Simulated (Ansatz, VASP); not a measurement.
**TiC3 in VASP and in Ansatz**

```xyz
4
Lattice="3.9369 0.0000 0.0000 0.0000 3.9369 0.0000 0.0000 0.0000 3.9369" Properties=species:S:1:pos:R:3 pbc="T T T"
Ti    1.9685    1.9685    1.9685
C     1.9685    0.0000    0.0000
C     0.0000    1.9685    0.0000
C     0.0000    0.0000    1.9685
```

Alike in both runs: task relaxation of cell and atoms; functional PBE; k mesh 4 × 4 × 4; occupations gaussian, width 0.1 eV; no spin polarisation.

```csv
,VASP,Ansatz
version,VASP 6.6.1,Ansatz 0.2.0
potentials or method,"VASP PAW PBE potentials, release 64 (Ti_sv, C), cutoff 600 eV","scalar-relativistic, plane waves, PAW"
valence electrons in the cell,24,24
```

Ansatz gave:

```
gap on the k mesh at the Fermi level, each at its own relaxed structure (eV) : none
relaxed volume (Å³/atom)                                                     : 8.16
relaxed cell length with the largest relative difference (Å)                 : 3.196
```

Question: Which values does VASP return?

Answer: gap on the k mesh at the Fermi level, each at its own relaxed structure (eV): none; relaxed volume (Å³/atom): 8.18; relaxed cell length with the largest relative difference (Å): 3.198.

A gap of «none» marks a metal or a gap that the smearing closes.

The k mesh is coarse, so the values compare programs but aren't converged. Noted on VASP's run: the volume moved by over 15 % at a fixed basis, so the end points are rough.
